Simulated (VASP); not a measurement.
# Mg3Si2N (P6/mmm) in VASP: further runs, part 2 of 2

VASP 6.6.1. The steps go on from the part before.

### 3 Relaxation of cell and atoms, PBE

This run uses another cell than the first one, of 15.71 Å³/atom, 0.826 times its volume.

File INCAR:

```
PREC     = Accurate       # precision mode
ENCUT    = 600            # plane-wave cutoff, eV
EDIFF    = 1E-6           # SCF threshold, eV
ISMEAR   = 0              # smearing method
SIGMA    = 0.1            # smearing width, eV
LREAL    = False          # projectors in reciprocal space
LASPH    = True           # aspherical terms in the spheres
NELM     = 60             # most SCF steps
ALGO     = Normal         # electronic algorithm
ISIF     = 3              # what is computed and relaxed
LWAVE    = False          # write WAVECAR
LCHARG   = False          # write CHGCAR
GGA      = PE             # functional
IBRION   = 2              # ionic algorithm
NSW      = 90             # ionic steps
EDIFFG   = -0.04          # ionic threshold
```

File KPOINTS:

```
regular mesh
0
Gamma
  6 6 4
```

File POSCAR:

```
Mg3Si2N
1.0
    5.0735607500      0.0000000000      0.0000000000
   -2.5367803700      4.3938324900      0.0000000000
    0.0000000000      0.0000000000      4.2277964100
Mg Si N
3 2 1
Direct
    0.5000000000      0.0000000000      0.5000000000
    0.0000000000      0.5000000000      0.5000000000
    0.5000000000      0.5000000000      0.5000000000
    0.3333333300      0.6666666700      0.0000000000
    0.6666666700      0.3333333300      0.0000000000
    0.0000000000      0.0000000000      0.0000000000
```

Potentials or basis: VASP PAW PBE potentials, release 64 (Mg, Si, N).

Command:

```console
cat potpaw_PBE.64/Mg/POTCAR potpaw_PBE.64/Si/POTCAR potpaw_PBE.64/N/POTCAR > POTCAR
mpirun -np 1 vasp_std > vasp.out
```

OUTCAR:

```text
PREC = Accurate
   ENCUT = 600
   EDIFF = 1E-6
   ISMEAR = 0
   LREAL = False
   LASPH = True
   NELM = 60
   ISIF = 3
   GGA = PE
   IBRION = 2
   NSW = 90
   EDIFFG = -0.04

 ion  position               nearest neighbor table
   1  0.500  0.000  0.500-   3 2.54   3 2.54   2 2.54   2 2.54   4 2.57   5 2.57   4 2.57   5 2.57

   2  0.000  0.500  0.500-   1 2.54   1 2.54   3 2.54   3 2.54   4 2.57   5 2.57   4 2.57   5 2.57

   3  0.500  0.500  0.500-   1 2.54   1 2.54   2 2.54   2 2.54   4 2.57   5 2.57   4 2.57   5 2.57

   4  0.333  0.667  0.000-   1 2.57   1 2.57   2 2.57   2 2.57   3 2.57   3 2.57   5 2.93   5 2.93
                             5 2.93
   5  0.667  0.333  0.000-   1 2.57   1 2.57   2 2.57   2 2.57   3 2.57   3 2.57   4 2.93   4 2.93
                             4 2.93
   6  0.000  0.000  0.000-

  LATTYP: Found a hexagonal cell.
 ALAT       =     5.0735607500
 C/A-ratio  =     0.8332996525

  Lattice vectors:

 A1 = (   5.0735607500,   0.0000000000,   0.0000000000)
 A2 = (  -2.5367803700,   4.3938324900,   0.0000000000)
 A3 = (   0.0000000000,   0.0000000000,   4.2277964100)

Analysis of symmetry for initial positions (statically):
=====================================================================
 Subroutine PRICEL returns:
 Original cell was already a primitive cell.

 Routine SETGRP: Setting up the symmetry group for a
 hexagonal supercell.

 Subroutine GETGRP returns: Found 24 space group operations
 (whereof 24 operations were pure point group operations)
 out of a pool of 24 trial point group operations.
[... 165 lines left out ...]
  ext. energy  EPLUGINS =         0.00000000
  ---------------------------------------------------
  free energy    TOTEN  =       -16.45361046 eV

  energy without entropy =      -16.44332377  energy(sigma->0) =      -16.44846711

 E-fermi :   5.2742     XC(G=0):  -9.8694

 val. band max:        5.2592588146   @ k =   0.3333  -0.0000   0.5000
 cond. band min:       5.3164621776   @ k =   0.1667   0.1667   0.2500
 fundamental gap:      0.0572033630
 Fermi energy:         5.2741550796

 k-point     1 :       0.0000    0.0000    0.0000
  band No.  band energies     occupation
      1      -7.5324      2.00000
      2      -4.3687      2.00000
      3      -0.8463      2.00000
      4       1.7041      2.00000
      5       1.9423      2.00000
      6       1.9423      2.00000
      7       2.4051      2.00000
      8       2.4051      2.00000
      9       3.7999      2.00000
     10       5.1195      1.97127
     11       5.2302      1.46587
     12       7.9288      0.00000
     13       7.9288      0.00000
[... 477 lines left out ...]
--------------------------------------- Ionic step        5  -------------------------------------------

 number of electron      18.9999999 magnetization

 Free energy of the ion-electron system (eV)
  ---------------------------------------------------
  ext. energy  EPLUGINS =         0.00000000
  ---------------------------------------------------
  free energy    TOTEN  =       -17.14057963 eV

  energy without entropy =      -17.12638829  energy(sigma->0) =      -17.13348396

 E-fermi :   3.6761     XC(G=0):  -9.1561

 val. band max:        3.6693915776   @ k =   0.1667  -0.0000   0.0000
 cond. band min:       3.7367010664   @ k =   0.3333  -0.0000   0.5000
 fundamental gap:      0.0673094888
 Fermi energy:         3.6761434008

 k-point     1 :       0.0000    0.0000    0.0000
  band No.  band energies     occupation
      1      -8.3525      2.00000
      2      -5.5393      2.00000
      3      -2.5513      2.00000
      4       0.7709      2.00000
      5       0.7709      2.00000
      6       0.8661      2.00000
      7       1.4921      2.00000
      8       1.4921      2.00000
      9       2.5263      2.00000
     10       3.5996      1.72102
     11       3.7565      0.25564
     12       5.8020      0.00000
     13       5.8020      0.00000
[... 351 lines left out ...]
  FREE ENERGIE OF THE ION-ELECTRON SYSTEM (eV)
  ---------------------------------------------------
  free  energy   TOTEN  =       -17.1405796324 eV

  energy  without entropy=      -17.1263882880  energy(sigma->0) =      -17.13348396

 reached required accuracy - stopping structural energy minimisation
```

OSZICAR:

```text
N       E                     dE             d eps       ncg     rms          rms(c)
DAV:   1     0.515529568462E+02    0.51553E+02   -0.75235E+03   546   0.130E+03
DAV:   2    -0.111419550026E+02   -0.62695E+02   -0.60380E+02   690   0.168E+02
DAV:   3    -0.177320799519E+02   -0.65901E+01   -0.63994E+01   765   0.457E+01
[... 47 lines left out ...]
DAV:   3    -0.171411865207E+02    0.50635E-02   -0.21668E-02   735   0.638E-01    0.145E-01
DAV:   4    -0.171405700781E+02    0.61644E-03   -0.27473E-03   591   0.321E-01    0.410E-02
DAV:   5    -0.171405801591E+02   -0.10081E-04   -0.15767E-04   683   0.856E-02    0.217E-02
DAV:   6    -0.171405798906E+02    0.26848E-06   -0.17585E-05   709   0.244E-02    0.519E-03
DAV:   7    -0.171405796324E+02    0.25823E-06   -0.17430E-06   346   0.881E-03
   5 F= -.17140580E+02 E0= -.17133484E+02  d E =-.466973E-01
```

It took 2.1 min on 1 thread of Intel Xeon Platinum 8259CL at 2.50GHz (Skylake/Cascade Lake), shared host; peak memory 0.27 GiB.

Results:

* Free energy: -17.1406 eV
* Relaxed volume: 18.96 Å³/atom
* Relaxed cell: a = 5.473 Å, b = 5.473 Å, c = 4.386 Å, α = 90.00°, β = 90.00°, γ = 120.00°
* Space group after relaxing (to 0.05 Å): P6/mmm (No. 191)
* Energy gained by relaxing: 114.5 meV/atom
* Ionic steps: 5
* Pressure after relaxing: 0.0 GPa

Stress tensor (GPa, compression positive):
```
 0.13  0.00  0.00
 0.00  0.13  0.00
 0.00  0.00 -0.17
```

The path:
| step | energy change (eV) | largest force (eV/Å) | pressure (GPa) | volume (Å³) |
| --- | --- | --- | --- | --- |
| 1 | 0.0000 | 0.0000 | 13.21 | 94.25 |
| 2 | -0.6400 | 0.0000 | -0.19 | 113.03 |
| 3 | -0.6403 | 0.0000 | 0.01 | 112.56 |
| 4 | -0.6817 | 0.0000 | 0.00 | 113.42 |
| 5 | -0.6870 | 0.0000 | 0.03 | 113.79 |

Final structure:
```xyz
6
Lattice="5.4732 0.0000 0.0000 -2.7366 4.7399 0.0000 0.0000 0.0000 4.3861" Properties=species:S:1:pos:R:3 pbc="T T T"
Mg    2.7366    0.0000    2.1931
Mg   -1.3683    2.3699    2.1931
Mg    1.3683    2.3699    2.1931
Si    0.0000    3.1599    0.0000
Si    2.7366    1.5800    0.0000
N     0.0000    0.0000    0.0000
```

Caveat: the k points lie up to 0.36 Å⁻¹ apart in the final cell; the volume moved by over 15 % at a fixed basis, so the end points are rough.
